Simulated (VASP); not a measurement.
Bi: single point with revPBE

Crystal: Bi.

```
CELL_PARAMETERS angstrom
-2.00647 2.00647 2.00647
2.00647 -2.00647 2.00647
2.00647 2.00647 -2.00647
ATOMIC_POSITIONS crystal
Bi 0.00000 0.00000 0.00000
```

| Item | Value |
| --- | --- |
| Program | VASP 6.6.1 |
| Task | single point |
| Functional | revPBE |
| Potentials or basis | VASP PAW PBE potentials, release 64 (Bi_d) |
| Cutoff | 520 eV |
| k mesh | 18 × 18 × 18 |
| Occupations | fermi-dirac, width 0.1 eV |
| Spin | no spin polarisation |

The pressure is -0.1 GPa.

Levels at points of the mesh, in eV from the Fermi level:
```
           k point  band 4  band 5  band 6  band 7  band 8  band 9  band 10  band 11
(0.00, 0.00, 0.00)  -22.95  -22.95  -13.26    4.87    4.87    4.87     8.64    10.44
(0.50, 0.00, 0.00)  -22.95  -22.87  -10.42   -4.86    1.51    3.36     5.82     7.45
(0.50, 0.50, 0.50)  -22.89  -22.89   -8.47   -1.72   -1.72   -1.72     3.55     3.55
```

Wall time 65 s on 1 thread of AMD EPYC 7R13 Processor (Zen 3), on a shared host, peak memory 0.18 GiB.

Caveat: the PAW data sets were made with another functional, which shifts forces and pressure a little; spin-orbit coupling is left out, which moves the levels of the heavy elements.
